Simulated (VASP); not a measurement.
# Si16B (a cell with a defect) in VASP: single point with PBE

Aim: the single point of Si16B (a cell with a defect) with PBE.

Everything below comes from runs of VASP 6.6.1. Logs are shortened: lines on timing, memory, paths and dates and some standing lists are left out, and cuts for length are marked.

## (1) The cell of the first run

The cell holds a defect, 17 atoms: a = 7.679 Å, b = 7.679 Å, c = 7.679 Å, α = 60.00°, β = 60.00°, γ = 60.00°.

## (2) Single point, PBE, collinear spin

INCAR reads:

```
SYSTEM = Si16B
ALGO = Normal
EDIFF = 1E-6
ENCUT = 520
GGA = PE
ISIF = 2
ISMEAR = -1
ISPIN = 2
LASPH = .TRUE.
LCHARG = .FALSE.
LORBIT = 11
LREAL = Auto
LWAVE = .FALSE.
MAGMOM = 0 0 0 0 0 0 0 0 0 0 0 0 0 0 0 0 1
NBANDS = 52
NELM = 150
PREC = Accurate
SIGMA = 0.02
```

KPOINTS reads:

```
k-points
0
G
  2 2 2
  0 0 0
```

POSCAR reads:

```
Si16B
1.0
    0.0000000000      5.4300000000      5.4300000000
    5.4300000000      0.0000000000      5.4300000000
    5.4300000000      5.4300000000      0.0000000000
Si B
16 1
Direct
   -0.0034936715      0.0105558632     -0.0035387316
    0.1272618377      0.1222452828      0.1277130745
    0.0012499575     -0.0004996044      0.4996562283
    0.1273805323      0.1222575751      0.6227431460
   -0.0025992769      0.4971426979     -0.0024391635
    0.1247704855      0.6281338598      0.1231730179
   -0.0023501137      0.4973157497      0.5072872255
    0.1278131446      0.6270589003      0.6225375213
    0.4993068502     -0.0005484289      0.0019159937
    0.6228312791      0.1222853269      0.1275479394
    0.4994152791     -0.0005216096      0.4994963169
    0.6251569933      0.1236578509      0.6257228243
    0.5085384712      0.4969791395     -0.0027273503
    0.6224335917      0.6269632130      0.1281844669
    0.4999808326      0.4995761210      0.5002982053
    0.6225219732      0.6270119166      0.6224543666
    0.8743050340      0.3834132463      0.8701702189
```

Potentials or basis: VASP PAW PBE potentials, release 64 (Si, B).

The run is started by

```bash
cat potpaw_PBE.64/Si/POTCAR potpaw_PBE.64/B/POTCAR > POTCAR
mpirun -np 1 vasp_std > vasp.out
```

OUTCAR:

```text
SYSTEM = Si16B
   EDIFF = 1E-6
   ENCUT = 520
   GGA = PE
   ISIF = 2
   ISMEAR = -1
   ISPIN = 2
   LASPH = .TRUE.
   LORBIT = 11
   LREAL = Auto
   NELM = 150
   PREC = Accurate

 ion  position               nearest neighbor table
   1  0.997  0.011  0.996-  17 2.34  10 2.34   2 2.34   4 2.34   6 2.40
   2  0.127  0.122  0.128-   3 2.33   9 2.33   1 2.34   5 2.35
   3  0.001  1.000  0.500-   2 2.33   4 2.33   8 2.34  12 2.36
   4  0.127  0.122  0.623-   3 2.33  11 2.33   1 2.34   7 2.35
   5  0.997  0.497  0.998-  17 2.28   2 2.35  14 2.35   8 2.35   6 2.41
   6  0.125  0.628  0.123-   1 2.40  13 2.41   5 2.41   7 2.41
   7  0.998  0.497  0.507-  17 2.28   4 2.35  16 2.35   8 2.35   6 2.41
   8  0.128  0.627  0.623-  15 2.33   3 2.34   5 2.35   7 2.35
   9  0.499  0.999  0.002-  10 2.33   2 2.33  14 2.34  12 2.36
  10  0.623  0.122  0.128-  11 2.33   9 2.33   1 2.34  13 2.35
  11  0.499  0.999  0.499-  10 2.33   4 2.33  16 2.34  12 2.36
  12  0.625  0.124  0.626-  15 2.36   3 2.36  11 2.36   9 2.36
  13  0.509  0.497  0.997-  17 2.29  10 2.35  14 2.35  16 2.35   6 2.41
  14  0.622  0.627  0.128-  15 2.33   9 2.34  13 2.35   5 2.35
  15  0.500  0.500  0.500-  14 2.33  16 2.33   8 2.33  12 2.36
  16  0.623  0.627  0.622-  15 2.33  11 2.34  13 2.35   7 2.35
  17  0.874  0.383  0.870-   7 2.28   5 2.28  13 2.29   1 2.34

  LATTYP: Found a face centered cubic cell.
 ALAT       =    10.8600000000

  Lattice vectors:

 A1 = (   0.0000000000,   5.4300000000,   5.4300000000)
 A2 = (   5.4300000000,   0.0000000000,   5.4300000000)
 A3 = (   5.4300000000,   5.4300000000,   0.0000000000)

Analysis of symmetry for initial positions (statically):
=====================================================================
 Subroutine PRICEL returns:
 Original cell was already a primitive cell.

 Routine SETGRP: Setting up the symmetry group for a
 face centered cubic supercell.

 Subroutine GETGRP returns: Found  1 space group operations
 (whereof  1 operations were pure point group operations)
 out of a pool of 48 trial point group operations.

The static configuration has the point symmetry C_1 .

Analysis of symmetry for dynamics (positions and initial velocities):
=====================================================================
 Subroutine PRICEL returns:
 Original cell was already a primitive cell.

 Routine SETGRP: Setting up the symmetry group for a
 face centered cubic supercell.

 Subroutine GETGRP returns: Found  1 space group operations
 (whereof  1 operations were pure point group operations)
[... 173 lines left out ...]
  ext. energy  EPLUGINS =         0.00000000
  ---------------------------------------------------
  free energy    TOTEN  =       -88.61936210 eV

  energy without entropy =      -88.61919702  energy(sigma->0) =      -88.61927956

 E-fermi :   6.3592     XC(G=0):  -9.5683

 val. band max:        6.2311497855   @ k =   0.0000   0.5000   0.0000
 cond. band min:       6.4862628609   @ k =   0.0000   0.0000   0.0000
 fundamental gap:      0.2551130754
 Fermi energy:         6.3591641955

 spin component 1

 k-point     1 :       0.0000    0.0000    0.0000
  band No.  band energies     occupation
      1      -6.2730      1.00000
      2      -3.8675      1.00000
      3      -3.8198      1.00000
      4      -3.8165      1.00000
      5      -3.7969      1.00000
      6      -2.4366      1.00000
[... 373 lines left out ...]
     44      10.0386      0.00000
     45      10.1943      0.00000
 Fermi energy:         6.3591641955

 spin component 2

 k-point     1 :       0.0000    0.0000    0.0000
  band No.  band energies     occupation
      1      -6.2730      1.00000
      2      -3.8675      1.00000
      3      -3.8198      1.00000
      4      -3.8165      1.00000
      5      -3.7969      1.00000
      6      -2.4366      1.00000
[... 373 lines left out ...]
     44      10.0386      0.00000
     45      10.1943      0.00000
 [bands above 45 left out]

------------------------ aborting loop because EDIFF is reached ----------------------------------------

  FORCE on cell =-STRESS in cart. coord.  units (eV):
  Direction    XX          YY          ZZ          XY          YZ          ZX
  --------------------------------------------------------------------------------------
  -------------------------------------------------------------------------------------
  Total        6.2914437      6.2872348      6.2821750      0.0862682      0.0440250     -0.0633399
  in kB       31.4797602     31.4587004     31.4333833      0.4316503      0.2202829     -0.3169262
  external PRESSURE =      31.4572813 kB  Pullay stress =       0.0000000 kB

 VOLUME and BASIS-vectors are now :
 -----------------------------------------------------------------------------
  energy-cutoff  :      520.00
  volume of cell :      320.21
      direct lattice vectors                 reciprocal lattice vectors
     0.000000000  5.430000000  5.430000000    -0.092081031  0.092081031  0.092081031
     5.430000000  0.000000000  5.430000000     0.092081031 -0.092081031  0.092081031
     5.430000000  5.430000000  0.000000000     0.092081031  0.092081031 -0.092081031

 POSITION                                       TOTAL-FORCE (eV/Angst)
 -----------------------------------------------------------------------------------
      5.46810     10.82181      5.46835         0.015865     -0.013506      0.012124
      1.35727      1.38451      1.35482         0.013747     -0.011260      0.024298
      8.14042      2.71992      5.43407        -0.008503      0.006393     -0.009557
      4.04535      4.07317      1.35553         0.013617     -0.015802      0.021649
      8.11624     10.83264      8.11537        -0.000205      0.003585     -0.009323
      4.07960      1.34633      4.08827        -0.022992      0.022929     -0.024541
[... 9 lines left out ...]
      6.78460      6.76022      6.78497         0.012872      0.024821      0.012665
      6.80696      9.47250      6.82941         0.005525     -0.001426     -0.001269
 -----------------------------------------------------------------------------------
    total drift:                               -0.003945     -0.000156      0.001586

  FREE ENERGIE OF THE ION-ELECTRON SYSTEM (eV)
  ---------------------------------------------------
  free  energy   TOTEN  =       -88.6193621038 eV

  energy  without entropy=      -88.6191970189  energy(sigma->0) =      -88.61927956

 total charge

# of ion       s       p       d       tot
------------------------------------------
    1        0.738   0.946   0.000   1.684
    2        0.756   0.936   0.000   1.692
    3        0.741   0.957   0.000   1.699
    4        0.756   0.935   0.000   1.691
    5        0.738   0.944   0.000   1.682
    6        0.783   0.888   0.000   1.671
[... 9 lines left out ...]
   16        0.757   0.931   0.000   1.688
   17        0.825   0.763   0.000   1.588
--------------------------------------------------
tot         12.806  15.814   0.000  28.620

 magnetization (x)

# of ion       s       p       d       tot
------------------------------------------
    1       -0.000  -0.000   0.000  -0.000
    2        0.000  -0.000   0.000  -0.000
    3        0.000   0.000   0.000   0.000
    4        0.000  -0.000   0.000  -0.000
    5       -0.000  -0.000   0.000  -0.000
    6        0.000   0.000   0.000   0.000
[... 9 lines left out ...]
   16        0.000  -0.000   0.000  -0.000
   17       -0.000  -0.000   0.000  -0.000
--------------------------------------------------
tot         -0.000  -0.000   0.000  -0.000
```

OSZICAR:

```text
N       E                     dE             d eps       ncg     rms          rms(c)
DAV:   1     0.152149121171E+03    0.15215E+03   -0.25549E+04  1664   0.107E+03
DAV:   2    -0.761474060264E+02   -0.22830E+03   -0.21380E+03  2052   0.161E+02
DAV:   3    -0.897899703452E+02   -0.13643E+02   -0.13278E+02  2104   0.346E+01
DAV:   4    -0.900743953776E+02   -0.28443E+00   -0.28318E+00  2128   0.604E+00
DAV:   5    -0.900808227410E+02   -0.64274E-02   -0.64219E-02  2100   0.874E-01    0.142E+01
DAV:   6    -0.890202005021E+02    0.10606E+01   -0.12673E+00  2044   0.372E+00    0.867E+00
DAV:   7    -0.885970613326E+02    0.42314E+00   -0.10308E+00  1904   0.298E+00    0.198E+00
DAV:   8    -0.886127684063E+02   -0.15707E-01   -0.11710E-01  2076   0.113E+00    0.514E-01
DAV:   9    -0.886162241599E+02   -0.34558E-02   -0.67650E-03  1952   0.346E-01    0.326E-01
DAV:  10    -0.886182491928E+02   -0.20250E-02   -0.22598E-03  1948   0.165E-01    0.160E-01
DAV:  11    -0.886191343006E+02   -0.88511E-03   -0.80513E-04  1992   0.100E-01    0.778E-02
DAV:  12    -0.886193177165E+02   -0.18342E-03   -0.19486E-04  1932   0.559E-02    0.344E-02
DAV:  13    -0.886193535454E+02   -0.35829E-04   -0.35797E-05  2024   0.233E-02    0.123E-02
DAV:  14    -0.886193602720E+02   -0.67266E-05   -0.74199E-06  1916   0.946E-03    0.512E-03
DAV:  15    -0.886193616379E+02   -0.13659E-05   -0.12162E-06  1448   0.402E-03    0.203E-03
DAV:  16    -0.886193621038E+02   -0.46586E-06   -0.29222E-07  1164   0.189E-03
   1 F= -.88619362E+02 E0= -.88619280E+02  d E =-.165085E-03  mag=     0.0000
```

It took 10 min on 1 thread of Intel Xeon Platinum 8375C at 2.90GHz (Ice Lake), shared host; peak memory 0.7 GiB.

What came out:

```yaml
Free_energy: -88.6194 eV
Pressure: 3.1 GPa
Largest_force: 0.041 eV/Å
Net_moment: 0.00 μB per cell
Valence_electrons_inside_the_program's_atomic_spheres: Si 1.68, 1.69, 1.70, 1.67 (each value once); B 1.59
```

Forces on the atoms (eV/Å):
```
Si   0.016 -0.014  0.012
Si   0.014 -0.011  0.024
Si  -0.009  0.006 -0.010
Si   0.014 -0.016  0.022
Si   0.000  0.004 -0.009
Si  -0.023  0.023 -0.025
Si  -0.008 -0.002 -0.003
Si   0.010 -0.009 -0.028
Si  -0.011  0.011 -0.011
Si   0.016 -0.020  0.008
Si  -0.011  0.010 -0.008
Si  -0.001  0.006 -0.011
Si  -0.006  0.010  0.001
Si  -0.022 -0.015  0.016
Si   0.003 -0.007  0.011
Si   0.013  0.025  0.013
B    0.006 -0.001 -0.001
```

Caveat: the k points lie up to 0.50 Å⁻¹ apart.
